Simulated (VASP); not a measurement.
Runs of VASP 6.6.1 on MgB2. The structure is that of space group P6/mmm (No. 191), or close to it. The cells are those of the table. 

```csv
task,cell,k mesh,gap on the mesh (eV),pressure (GPa)
relaxation of cell and atoms,"relaxed from a = 3.120, b = 3.120, c = 3.432 Å, angles 90.0, 90.0, 120.0°, 3 atoms",6 × 6 × 5,none,-0.1
single point,"a = 3.067, b = 3.067, c = 3.422 Å, angles 90.0, 90.0, 120.0°, 3 atoms",7 × 7 × 5,none,2.8
single point,"a = 3.088, b = 3.088, c = 3.445 Å, angles 90.0, 90.0, 120.0°, 3 atoms",7 × 7 × 5,none,(a)
single point,"a = 3.088, b = 3.088, c = 3.445 Å, angles 90.0, 90.0, 120.0°, 3 atoms",6 × 6 × 5,none,-0.4
single point,"a = 3.108, b = 3.108, c = 3.468 Å, angles 90.0, 90.0, 120.0°, 3 atoms",6 × 6 × 5,none,-3.5
```

Alike in all rows: level r2SCAN; potentials or basis VASP PAW PBE potentials, release 64 (Mg, B); no spin polarisation; cutoff (eV) 660; smearing methfessel-paxton 0.1 eV.

**Question.** Estimate the missing entries.

**Answer.** (a) -0.6.

Caveats: all runs use coarse meshes; the PAW data sets were made with another functional, which shifts forces and pressure a little.

A gap of «none» marks levels without a gap at the run's occupations.
